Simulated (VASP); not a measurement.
# PbSe in VASP: further runs

Aim: see how the results for PbSe move with the level of theory and the settings. Levels: PBE, LDA, r2SCAN. Tasks: single point.

Program: VASP 6.6.1. These are calculated values, not measurements. Logs are shortened: lines on timing, memory, paths and dates and some standing lists are left out, and cuts for length are marked.

### Step 1. The cell of the first run

Symmetry: Cm, No. 8, monoclinic system. Conventional cell: a = 6.201 Å, b = 6.199 Å, c = 4.395 Å, α = 90.00°, β = 134.80°, γ = 90.00°. Within 4.0 Å of Pb (site symmetry m) lie 6 Se at 3.01 to 3.23 Å. Within 4.0 Å of Se (site symmetry m) lie 6 Pb at 3.01 to 3.23 Å.

### Step 2. Single point, PBE

File INCAR:

```
SYSTEM = PbSe
PREC = Accurate
ENCUT = 520
EDIFF = 1E-7
ISMEAR = 0
SIGMA = 0.1
LREAL = .FALSE.
LASPH = .TRUE.
NELM = 100
ALGO = Normal
ISIF = 2
LWAVE = .FALSE.
LCHARG = .FALSE.
GGA = PE
NBANDS = 28
```

File KPOINTS:

```
Automatic mesh
0
G
  4 4 4
  0 0 0
```

File POSCAR:

```
PbSe
1.0
    3.1002750563     -3.0993796480      0.0015430343
    3.1002750563      3.0993796480      0.0015430343
    0.0034077671      0.0000000000      6.2379910682
Pb Se
2 2
Direct
    0.6228065797      0.6228065797      0.4909997394
    0.1228448419      0.1228448419     -0.0088491335
    0.1271826537      0.1271826537      0.5089554989
    0.6271659247      0.6271659247      0.0088938953
```

Potentials or basis: VASP PAW PBE potentials, release 64 (Pb_d, Se).

Command:

```
> cat potpaw_PBE.64/Pb_d/POTCAR potpaw_PBE.64/Se/POTCAR > POTCAR
> mpirun -np 1 vasp_std > vasp.out
```

OUTCAR:

```text
SYSTEM = PbSe
   PREC = Accurate
   ENCUT = 520
   EDIFF = 1E-7
   ISMEAR = 0
   LREAL = .FALSE.
   LASPH = .TRUE.
   NELM = 100
   ISIF = 2
   GGA = PE

 ion  position               nearest neighbor table
   1  0.623  0.623  0.491-   4 3.01   3 3.08   3 3.10   3 3.10   3 3.13   4 3.23
   2  0.123  0.123  0.991-   3 3.01   4 3.08   4 3.10   4 3.10   4 3.13   3 3.23
   3  0.127  0.127  0.509-   2 3.01   1 3.08   1 3.10   1 3.10   1 3.13   2 3.23
   4  0.627  0.627  0.009-   1 3.01   2 3.08   2 3.10   2 3.10   2 3.13   1 3.23

  LATTYP: Found a base centered monoclinic cell.
 ALAT       =     6.2005508806
 B/A-ratio  =     0.9997110604
 C/A-ratio  =     1.0060383536
 COS(beta)  =    -0.0010440010

  Lattice vectors:

 A1 = (  -3.1002750563,   3.0993796480,  -0.0015430343)
 A2 = (  -3.1002750563,  -3.0993796480,  -0.0015430343)
 A3 = (   0.0034077671,   0.0000000000,   6.2379910682)

Analysis of symmetry for initial positions (statically):
=====================================================================
 Subroutine PRICEL returns:
 Original cell was already a primitive cell.

 Routine SETGRP: Setting up the symmetry group for a
 base centered monoclinic supercell.

 Subroutine GETGRP returns: Found  2 space group operations
 (whereof  2 operations were pure point group operations)
 out of a pool of  4 trial point group operations.

The static configuration has the point symmetry C_1h.

Analysis of symmetry for dynamics (positions and initial velocities):
=====================================================================
 Subroutine PRICEL returns:
 Original cell was already a primitive cell.

 Routine SETGRP: Setting up the symmetry group for a
 base centered monoclinic supercell.

 Subroutine GETGRP returns: Found  2 space group operations
 (whereof  2 operations were pure point group operations)
 out of a pool of  4 trial point group operations.

The dynamic configuration has the point symmetry C_1h.

 Subroutine INISYM returns: Found  2 space group operations
 (whereof  2 operations are pure point group operations),
 and found     1 'primitive' translations

----------------------------------------------------------------------------------------

                                     Primitive cell

  volume of cell :     119.8808

  direct lattice vectors                    reciprocal lattice vectors
     3.100275056 -3.099379648  0.001543034     0.161276057 -0.161322605 -0.000088104
     3.100275056  3.099379648  0.001543034     0.161276057  0.161322605 -0.000088104
     0.003407767  0.000000000  6.237991068    -0.000079787  0.000000000  0.160308064

  length of vectors
     4.383818200  4.383818200  6.237991999     0.228111721  0.228111721  0.160308084

  position of ions in fractional coordinates (direct lattice)
     0.622806580  0.622806580  0.490999739
     0.122844842  0.122844842  0.991150866
     0.127182654  0.127182654  0.508955499
     0.627165925  0.627165925  0.008893895

  ion indices of the primitive-cell ions
   primitive index   ion index
                 1           1
                 2           2
                 3           3
                 4           4

----------------------------------------------------------------------------------------

 KPOINTS: Automatic mesh

Automatic generation of k-mesh.
 Grid dimensions read from file:
 generate k-points for:    4    4    4

 Generating k-lattice:

  Cartesian coordinates                     Fractional coordinates (reciprocal lattice)
     0.040319014 -0.040330651 -0.000022026     0.250000000 -0.000000000  0.000000000
     0.040319014  0.040330651 -0.000022026    -0.000000000  0.250000000  0.000000000
    -0.000019947  0.000000000  0.040077016    -0.000000000 -0.000000000  0.250000000

  Length of vectors
     0.057027930  0.057027930  0.040077021

  Shift w.r.t. Gamma in fractional coordinates (k-lattice)
     0.000000000  0.000000000  0.000000000

 Subroutine IBZKPT returns following result:
 ===========================================

 Found     24 irreducible k-points:

 Following reciprocal coordinates:
            Coordinates               Weight
  0.000000  0.000000  0.000000      1.000000
  0.250000  0.000000 -0.000000      4.000000
  0.500000  0.000000 -0.000000      2.000000
  0.250000  0.250000 -0.000000      2.000000
  0.500000  0.250000 -0.000000      4.000000
 -0.250000  0.250000  0.000000      2.000000
[... 16 lines left out ...]
 -0.250000  0.250000  0.500000      2.000000
  0.500000  0.500000  0.500000      1.000000
   k-points           NKPTS =     24   k-points in BZ     NKDIM =     24   number of bands    NBANDS=     28
   number of dos      NEDOS =    301   number of ions     NIONS =      4
   total plane-waves  NPLWV =  62208
   dimension x,y,z NGX =    36 NGY =   36 NGZ =   48
   dimension x,y,z NGXF=    72 NGYF=   72 NGZF=   96
   ions per type =               2   2
   NGX,Y,Z   is equivalent  to a cutoff of  13.65, 13.65, 12.79 a.u.
   NGXF,Y,Z  is equivalent  to a cutoff of  27.30, 27.30, 25.58 a.u.
 SYSTEM =  PbSe
   PREC   = accura    normal or accurate (medium, high low for compatibility)
   ISTART =      0    job   : 0-new  1-cont  2-samecut
   ICHARG =      2    charge: 1-file 2-atom 10-const
   ISPIN  =      1    spin polarized calculation?
   LNONCOLLINEAR =      F non collinear calculations
   LSORBIT =      F    spin-orbit coupling
   LASPH  =      T    aspherical Exc in radial PAW
   ENCUT  =  520.0 eV  38.22 Ry    6.18 a.u.   8.15  8.15 11.60*2*pi/ulx,y,z
   NELM   =    100;   NELMIN=  2; NELMDL= -5     # of ELM steps
   EDIFF  = 0.1E-06   stopping-criterion for ELM
   LREAL  =      F    real-space projection
   EDIFFG = 0.1E-05   stopping-criterion for IOM
   NSW    =      0    number of steps for IOM
   IBRION =     -1    ionic relax: 0-MD 1-quasi-New 2-CG
   NFREE  =      0    steps in history (QN), initial steepest desc. (CG)
   ISIF   =      2    stress and relaxation
   ISYM   =      2    0-nonsym 1-usesym 2-fastsym
   POTIM  = 0.5000    time-step for ionic-motion
   TEBEG  =    0.0;   TEEND  =   0.0 temperature during run
   PSTRESS=    0.0 pullay stress
   NELECT =      40.0000    total number of electrons
   NUPDOWN=      -1.0000    fix difference up-down
   EMIN   =  10.00;   EMAX   =-10.00  energy-range for DOS
   EFERMI =   0.00;   METHOD = LEGACY
   ISMEAR =     0;   SIGMA  =   0.10  broadening in eV -4-tet -1-fermi 0-gaus
   EFERMI_NEDOS =   21; number of points for ismear=-14 and -15
   IALGO  =     38    algorithm
   IMIX   =      4    mixing-type and parameters
     AMIX     =   0.40;   BMIX     =  1.00
     AMIX_MAG =   1.60;   BMIX_MAG =  1.00
  volume/ion in A,a.u.               =      29.97       202.25
  Fermi-wavevector in a.u.,A,eV,Ry     =   1.135477  2.145740 17.542096  1.289308
  Thomas-Fermi vector in A             =   2.272182
   LORBIT       =      0    0 simple, 1 ext, 2 COOP (PROOUT), +10 PAW based schemes
   GGA     = PE    functional components
   LHFCALC =     F    Hartree Fock is set to
   AEXX    =    0.0000 exact exchange contribution
   IVDW    =     0    specifies the selected vdW correction
   LEPSILON=     F    determine dielectric tensor
   LRPA    =     F    only Hartree local field effects (RPA)
 non-spin polarized calculation
 Gauss-broadening in eV      SIGMA  =   0.10
  energy-cutoff  :      520.00
  volume of cell :      119.88
 maximum number of plane-waves:      3261
 NGX is ok and might be reduce to    36

 number of electron      39.9999997 magnetization

 Free energy of the ion-electron system (eV)
  ---------------------------------------------------
  ext. energy  EPLUGINS =         0.00000000
  ---------------------------------------------------
  free energy    TOTEN  =       -16.37133479 eV

  energy without entropy =      -16.37132841  energy(sigma->0) =      -16.37133160

 E-fermi :   4.7189     XC(G=0):  -9.3259

 val. band max:        4.4652284653   @ k =   0.5000  -0.0000   0.5000
 cond. band min:       4.9725807440   @ k =   0.5000  -0.0000   0.5000
 fundamental gap:      0.5073522788
 Fermi energy:         4.7189193248

 k-point     1 :       0.0000    0.0000    0.0000
  band No.  band energies     occupation
      1     -12.3277      2.00000
      2     -12.2454      2.00000
      3     -12.2310      2.00000
      4     -12.2307      2.00000
      5     -12.2307      2.00000
      6     -12.2276      2.00000
[... 20 lines left out ...]
     27      10.3607      0.00000
     28      11.1292      0.00000

 k-point     2 :       0.2500    0.0000   -0.0000
  band No.  band energies     occupation
      1     -12.3015      2.00000
      2     -12.2347      2.00000
      3     -12.2322      2.00000
      4     -12.2318      2.00000
      5     -12.2295      2.00000
      6     -12.2247      2.00000
[... 20 lines left out ...]
     27      10.4259      0.00000
     28      11.0778      0.00000

 k-point     3 :       0.5000    0.0000   -0.0000
  band No.  band energies     occupation
      1     -12.2582      2.00000
      2     -12.2579      2.00000
      3     -12.2366      2.00000
      4     -12.2363      2.00000
      5     -12.2218      2.00000
      6     -12.2215      2.00000
[... 20 lines left out ...]
     27      12.4447      0.00000
     28      12.4454      0.00000

 k-point     4 :       0.2500    0.2500   -0.0000
  band No.  band energies     occupation
      1     -12.2986      2.00000
      2     -12.2636      2.00000
      3     -12.2383      2.00000
      4     -12.2256      2.00000
      5     -12.2200      2.00000
      6     -12.2196      2.00000
[... 20 lines left out ...]
     27       9.6077      0.00000
     28      12.1775      0.00000

 k-point     5 :       0.5000    0.2500   -0.0000
  band No.  band energies     occupation
      1     -12.2949      2.00000
      2     -12.2948      2.00000
      3     -12.2369      2.00000
      4     -12.2368      2.00000
      5     -12.2213      2.00000
      6     -12.2212      2.00000
[... 20 lines left out ...]
     27      10.3814      0.00000
     28      10.3863      0.00000

 k-point     6 :      -0.2500    0.2500    0.0000
  band No.  band energies     occupation
      1     -12.2985      2.00000
      2     -12.2635      2.00000
      3     -12.2382      2.00000
      4     -12.2256      2.00000
      5     -12.2201      2.00000
      6     -12.2195      2.00000
[... 463 lines left out ...]
      5     -12.2213      2.00000
      6     -12.2212      2.00000
[... 20 lines left out ...]
     27      12.3852      0.00000
     28      12.4569      0.00000

 k-point    22 :       0.5000    0.2500    0.5000
  band No.  band energies     occupation
      1     -12.2718      2.00000
      2     -12.2714      2.00000
      3     -12.2369      2.00000
      4     -12.2366      2.00000
      5     -12.2213      2.00000
      6     -12.2211      2.00000
[... 20 lines left out ...]
     27      12.1358      0.00000
     28      12.1414      0.00000

 k-point    23 :      -0.2500    0.2500    0.5000
  band No.  band energies     occupation
      1     -12.2581      2.00000
      2     -12.2578      2.00000
      3     -12.2377      2.00000
      4     -12.2373      2.00000
      5     -12.2213      2.00000
      6     -12.2212      2.00000
[... 20 lines left out ...]
     27      12.4185      0.00000
     28      12.4204      0.00000

 k-point    24 :       0.5000    0.5000    0.5000
  band No.  band energies     occupation
      1     -12.2993      2.00000
      2     -12.2989      2.00000
      3     -12.2263      2.00000
      4     -12.2260      2.00000
      5     -12.2206      2.00000
      6     -12.2206      2.00000
[... 20 lines left out ...]
     27      12.2071      0.00000
     28      12.2087      0.00000

------------------------ aborting loop because EDIFF is reached ----------------------------------------

  FORCE on cell =-STRESS in cart. coord.  units (eV):
  Direction    XX          YY          ZZ          XY          YZ          ZX
  --------------------------------------------------------------------------------------
  -------------------------------------------------------------------------------------
  Total        0.2723915      0.2761747      0.0688655      0.0000000      0.0000000      0.0095471
  in kB        3.6404455      3.6910062      0.9203698      0.0000000      0.0000000      0.1275944
  external PRESSURE =       2.7506072 kB  Pullay stress =       0.0000000 kB

 VOLUME and BASIS-vectors are now :
 -----------------------------------------------------------------------------
  energy-cutoff  :      520.00
  volume of cell :      119.88
      direct lattice vectors                 reciprocal lattice vectors
     3.100275056 -3.099379648  0.001543034     0.161276057 -0.161322605 -0.000088104
     3.100275056  3.099379648  0.001543034     0.161276057  0.161322605 -0.000088104
     0.003407767  0.000000000  6.237991068    -0.000079787  0.000000000  0.160308064

 POSITION                                       TOTAL-FORCE (eV/Angst)
 -----------------------------------------------------------------------------------
      3.86342      0.00000      3.06477         0.001094      0.000000      0.000861
      0.76508      0.00000      6.18317         0.000894      0.000000     -0.000674
      0.79034      0.00000      3.17525        -0.001084      0.000000     -0.000298
      3.88880      0.00000      0.05742        -0.000904      0.000000      0.000111
 -----------------------------------------------------------------------------------
    total drift:                               -0.000398      0.000000      0.000652

  FREE ENERGIE OF THE ION-ELECTRON SYSTEM (eV)
  ---------------------------------------------------
  free  energy   TOTEN  =       -16.3713347930 eV

  energy  without entropy=      -16.3713284093  energy(sigma->0) =      -16.37133160
```

It took 64 s on 1 thread of Intel Xeon Platinum 8259CL at 2.50GHz (Skylake/Cascade Lake), shared host; peak memory 0.27 GiB.

Results:

| Property | Result |
| --- | --- |
| Free energy | -16.3713 eV |
| Pressure | 0.3 GPa |
| Band gap on the k mesh | 0.51 eV |

Levels at points of the mesh, in eV from the valence-band top:
```tsv
k point	band 18	band 19	band 20	band 21	band 22	band 23
(0.00, 0.00, 0.00)	-1.63	-1.63	-1.60	3.95	4.60	4.65
(0.50, 0.00, 0.00)	-1.37	-0.59	-0.59	1.48	1.48	2.30
(0.50, 0.50, 0.00)	-2.92	-2.87	-2.87	3.82	3.83	5.46
(0.00, 0.00, 0.50)	-2.31	-1.46	-1.46	2.46	2.46	4.69
(0.50, 0.00, 0.50)	-1.24	-0.04	0.00	0.51	0.55	1.88
(0.50, 0.50, 0.50)	-3.85	-0.70	-0.70	2.02	2.02	4.96
```

Caveat: spin-orbit coupling is left out, which moves the levels of the heavy elements.

### Step 3. Single point, PBE

This run uses another cell than the first one: it holds 2 atoms, not 4.

File INCAR:

```
  ALGO = Normal
  EDIFF = 1E-7
  ENCUT = 520
  GGA = PE
  ISIF = 2
  ISMEAR = 0
  LASPH = True
  LCHARG = False
  LREAL = False
  LWAVE = False
  NBANDS = 17
  NELM = 60
  PREC = Accurate
  SIGMA = 0.02
```

File KPOINTS:

```
k-points
0
Gamma
  12 12 12
```

File POSCAR:

```
PbSe
1.0
   -2.1984369832      2.1984369832      3.1090826765
    2.1984369832     -2.1984369832      3.1090826765
    2.1984369832      2.1984369832     -3.1090826765
Pb Se
1 1
Direct
    0.1222157868      0.1222157868      0.0000000000
    0.6234356348      0.6234356348      0.0000000000
```

Potentials or basis: VASP PAW PBE potentials, release 64 (Pb_d, Se).

Command:

```
> cat potpaw_PBE.64/Pb_d/POTCAR potpaw_PBE.64/Se/POTCAR > POTCAR
> mpirun -np 1 vasp_std > vasp.out
```

OUTCAR:

```text
EDIFF = 1E-7
   ENCUT = 520
   GGA = PE
   ISIF = 2
   ISMEAR = 0
   LASPH = True
   LREAL = False
   NELM = 60
   PREC = Accurate

 ion  position               nearest neighbor table
   1  0.122  0.122  0.000-   2 3.10   2 3.11   2 3.11   2 3.11   2 3.11   2 3.12
   2  0.623  0.623  0.000-   1 3.10   1 3.11   1 3.11   1 3.11   1 3.11   1 3.12

  LATTYP: Found a face centered cubic cell.
 ALAT       =     6.2181420742

  Lattice vectors:

 A1 = (   2.1984369832,  -2.1984369832,  -3.1090826765)
 A2 = (   2.1984369832,   2.1984369832,  -3.1090826765)
[... 650 lines left out ...]
      5     -12.2518      2.00000
      6      -8.3393      2.00000
[... 9 lines left out ...]
     16      12.6496      0.00000
     17      14.7207      0.00000

 [... further k-points ...]
[... 5 lines left out ...]
  --------------------------------------------------------------------------------------
  -------------------------------------------------------------------------------------
  Total       -0.0071103     -0.0071103     -0.0067170      0.0000000      0.0000000      0.0000000
  in kB       -0.1895299     -0.1895299     -0.1790471      0.0000000      0.0000000      0.0000000
  external PRESSURE =      -0.1860356 kB  Pullay stress =       0.0000000 kB

 VOLUME and BASIS-vectors are now :
 -----------------------------------------------------------------------------
  energy-cutoff  :      520.00
  volume of cell :       60.11
      direct lattice vectors                 reciprocal lattice vectors
    -2.198436983  2.198436983  3.109082676     0.000000000  0.227434311  0.160819139
     2.198436983 -2.198436983  3.109082676     0.227434311  0.000000000  0.160819139
     2.198436983  2.198436983 -3.109082676     0.227434311  0.227434311  0.000000000

 POSITION                                       TOTAL-FORCE (eV/Angst)
 -----------------------------------------------------------------------------------
      0.00000      0.00000      0.75996         0.000000      0.000000      0.001619
      0.00000      0.00000      3.87663        -0.000000     -0.000000     -0.001619
 -----------------------------------------------------------------------------------
    total drift:                               -0.000000     -0.000000      0.000140

  FREE ENERGIE OF THE ION-ELECTRON SYSTEM (eV)
  ---------------------------------------------------
  free  energy   TOTEN  =        -8.1980248535 eV

  energy  without entropy=       -8.1980248535  energy(sigma->0) =       -8.19802485
```

Run time: 2.5 min. Hardware: 1 thread of Intel Xeon Platinum 8259CL at 2.50GHz (Skylake/Cascade Lake), shared host; peak memory 0.33 GiB.

Results:

```yaml
Free_energy: -8.1980 eV
Pressure: 0.0 GPa
Band_gap_on_the_k_mesh: 0.44 eV, direct
```

Levels at points of the mesh, in eV from the valence-band top:
| k point | band 8 | band 9 | band 10 | band 11 | band 12 | band 13 |
| --- | --- | --- | --- | --- | --- | --- |
| (0.00, 0.00, 0.00) | -1.63 | -1.63 | -1.63 | 4.64 | 4.64 | 4.64 |
| (0.50, 0.00, 0.00) | -1.26 | -1.26 | 0.00 | 0.44 | 1.83 | 1.83 |
| (0.50, 0.50, 0.00) | -4.56 | -2.91 | -2.91 | 3.92 | 5.47 | 5.47 |
| (0.50, 0.50, 0.50) | -4.56 | -2.91 | -2.91 | 3.93 | 5.47 | 5.47 |

Caveat: spin-orbit coupling is left out, which moves the levels of the heavy elements.

(Continued in part 2 of 2.)
